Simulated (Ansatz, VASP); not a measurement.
**Two plane-wave programs on Mg2CdO3**

The input INCAR:

```
SYSTEM = Mg2CdO3
PREC = Accurate
ENCUT = 520
EDIFF = 1E-6
ISMEAR = 0
SIGMA = 0.1
LREAL = .False.
LASPH = .True.
NELM = 60
ALGO = Normal
ISIF = 2
LWAVE = .False.
LCHARG = .False.
GGA = PE
NBANDS = 26
```

Contents of KPOINTS:

```
regular mesh
0
Gamma
  6 6 2
  0 0 0
```

POSCAR

```
Mg2CdO3
1.0
    3.4243900100      0.0000000000      0.0000000000
   -1.7121950100      2.9656087400      0.0000000000
    0.0000000000      0.0000000000      8.3880082100
Mg Cd O
2 1 3
Direct
    0.3333333300      0.6666666700      0.6666666700
    0.6666666700      0.3333333300      0.3333333300
    0.0000000000      0.0000000000      0.0000000000
    0.0000000000      0.0000000000      0.5000000000
    0.3333333300      0.6666666700      0.1666666700
    0.6666666700      0.3333333300      0.8333333300
```

Input for Ansatz:

```yaml
crystal:
  lattice:
    - [3.42439001, 0.0, 0.0]
    - [-1.71219501, 2.96560874, 0.0]
    - [0.0, 0.0, 8.38800821]
  atoms:
    - { symbol: Mg, position: [0.33333333, 0.66666667, 0.66666667] }
    - { symbol: Mg, position: [0.66666667, 0.33333333, 0.33333333] }
    - { symbol: Cd, position: [0.0, 0.0, 0.0] }
    - { symbol: O, position: [0.0, 0.0, 0.5] }
    - { symbol: O, position: [0.33333333, 0.66666667, 0.16666667] }
    - { symbol: O, position: [0.66666667, 0.33333333, 0.83333333] }
basis:
  ecutwfc: 420
kpoints:
  mp_grid: { grid: [6, 6, 2] }
hamiltonian:
  xc: pbe
scf:
  occupations: { method: gaussian, width: 0.1 }
  lower_state_search: "off"
output:
  forces: true
  stress: true
  eigenvalues: true
```

Alike in both runs: task single point; functional PBE; k mesh 6 × 6 × 2; occupations gaussian, width 0.1 eV; no spin polarisation.

```csv
,VASP,Ansatz
version,VASP 6.6.1,Ansatz 0.2.0
potentials or method,"VASP PAW PBE potentials, release 64 (Mg, Cd, O), cutoff 520 eV","scalar-relativistic, plane waves, PAW"
valence electrons in the cell,34,58
```

```csv
,VASP,Ansatz,Ansatz less VASP
gap on the k mesh at the Fermi level (eV),0.78,0.79,+0.019
least direct gap on the mesh (eV),0.80,0.82,+0.018
pressure (GPa),-19.2,-19.2,-0.03
"traceless stress, the component that is largest in VASP (GPa)",-0.31,-0.30,+0.008
rms of the force components (eV/Å),0.430,0.407,-0.0229
```

Atom by atom the forces differ by 0.023 eV/Å (rms over components). With one functional, cell and mesh, what is left measures potentials, basis and numerics. VASP's potentials hold 34 valence electrons a cell and Ansatz's 58, so a difference there can come from the potentials and not from the codes.
